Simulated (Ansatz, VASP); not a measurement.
# Two plane-wave programs on Si23H4O48

```xyz
75
Lattice="9.8316 0.0000 0.0000 -4.9158 8.5144 0.0000 0.0000 0.0000 10.8182" Properties=species:S:1:pos:R:3 pbc="T T T"
Si    2.6187    0.0083    1.7685
Si   -1.3010    2.3020    3.6317
Si    1.1100    2.0044    0.0011
Si   -2.2959    8.4953    7.1795
Si    8.4555    2.2679    9.0335
Si    1.1607    1.9456    5.4281
Si    0.1663    4.2805    1.8089
Si    6.0560    6.5358    3.6041
Si   -1.3042    6.2413   10.7820
Si    6.0521    6.5279    9.0085
Si   -1.3113    6.2633    5.3834
Si    7.5418    0.0366    1.8092
Si    3.5876    2.2741    3.5985
Si    6.0035    1.9755    0.0032
Si    7.5222    0.0105    7.2147
Si    3.5560    2.2628    9.0010
Si    6.0550    1.9907    5.4008
Si    5.0609    4.2643    1.8099
Si    1.1405    6.5592    3.5922
Si    3.6046    6.2743    0.0131
Si    5.0477    4.2535    7.2086
Si    1.1802    6.5494    8.9967
Si    3.5886    6.2623    5.4057
O    -0.3396    1.7593    4.8275
O     1.1130    3.1148    1.1890
O    -0.7587    3.7016    3.0146
O     1.6469    0.5951    0.5993
O     2.1154    2.5070    4.2338
O     3.5540    1.1785    2.3946
O    -0.3884    1.7869   10.2309
O     1.2584    2.9951    6.6710
O    -0.7751    3.6528    8.4174
O     1.6812    0.4890    5.9493
O     2.0700    2.5188    9.6062
O     3.5419    1.1618    7.8078
O    -2.8046    6.0139    4.8015
O    -1.3281    7.3940    1.1159
O    -3.2266    7.9187    2.9590
O    -0.7949    4.8520    0.6276
O    -0.3512    6.8064    4.1821
O     1.1203    5.4550    2.3964
O    -2.7995    6.0025   10.1946
O    -1.3057    7.3593    6.5885
O    -3.2443    7.9187    8.3722
O    -0.7779    4.8528    6.0088
O    -0.3357    6.7013    9.5566
O     1.3099    5.5210    7.7275
O     4.5815    1.7426    4.7729
O     5.9902    3.0897    1.1868
O     4.1085    3.6883    2.9951
O     6.5740    0.5885    0.6201
O     7.0417    2.5475    4.2342
O     8.4842    1.2054    2.4246
O     4.5170    1.7422   10.2090
O     5.9999    3.0845    6.6096
O     4.0722    3.6809    8.3860
O     6.5952    0.5883    6.0093
O     6.9573    2.4923    9.6089
O     8.4793    1.1633    7.8377
O     2.1092    6.0271    4.7849
O     3.5862    7.3948    1.1915
O     1.6874    7.9663    2.9997
O     4.1269    4.8655    0.6213
O     4.5739    6.7870    4.2190
O     6.0246    5.4119    2.4274
O     2.1163    6.0368   10.2273
O     3.5609    7.3612    6.6070
O     1.6433    7.9978    8.4195
O     4.1211    4.8526    6.0161
O     4.5724    6.7827    9.6247
O     6.0146    5.3940    7.8391
H     1.7541    4.6639    7.8469
H     0.5082    3.0321    7.3083
H    -0.0846    4.9536    6.3517
H    -1.2142    4.0841    7.6480
```

Alike in both runs: task single point; functional r2SCAN; k mesh 1 × 1 × 1; occupations gaussian, width 0.02 eV; no spin polarisation.

|  | VASP | Ansatz |
| --- | --- | --- |
| version | VASP 6.6.1 | Ansatz 0.2.0 |
| potentials or method | VASP PAW PBE potentials, release 64 (Si, O, H) | scalar-relativistic, plane waves, PAW |
| plane-wave cutoff (eV) | 520 | 500 |
| valence electrons in the cell | 384 | 384 |

|  | VASP | Ansatz | Ansatz less VASP |
| --- | --- | --- | --- |
| gap on the k mesh at the Fermi level (eV) | 6.41 | 6.41 | +0.002 |
| least direct gap on the mesh (eV) | 6.41 | 6.41 | +0.002 |

VASP's potentials were made for PBE, not for r2SCAN. The functional is the same, so the differences come from potentials, cutoffs and numerics.
